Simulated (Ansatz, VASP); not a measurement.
## One calculation of Na, two programs

```
Na
1.0
    -2.08534    2.08534    2.08534
     2.08534   -2.08534    2.08534
     2.08534    2.08534   -2.08534
Na
1
Direct
  0.00000 0.00000 0.00000
```

Alike in both runs: functional PBEsol; k mesh 14 × 14 × 14; occupations gaussian, width 0.1 eV; no spin polarisation.

Ansatz relaxed the structure, and its values are those at the end. VASP's run is a single point on that final structure, the one shown.

```csv
,VASP,Ansatz
version,VASP 6.6.1,Ansatz 0.2.0
potentials or method,"VASP PAW PBE potentials, release 64 (Na_pv), cutoff 520 eV","scalar-relativistic, plane waves, PAW"
valence electrons in the cell,7,9
```

```tsv
	VASP	Ansatz	Ansatz less VASP
gap on the k mesh at the Fermi level (eV)	none	none	-
pressure (GPa)	0.0	0.0	+0.02
```

VASP's potentials were made for PBE, not for PBEsol. A gap of «none» marks a metal or a gap that the smearing closes. The functional is the same, so the differences come from potentials, cutoffs and numerics. VASP's potentials hold 7 valence electrons a cell and Ansatz's 9, so a difference there can come from the potentials and not from the codes.
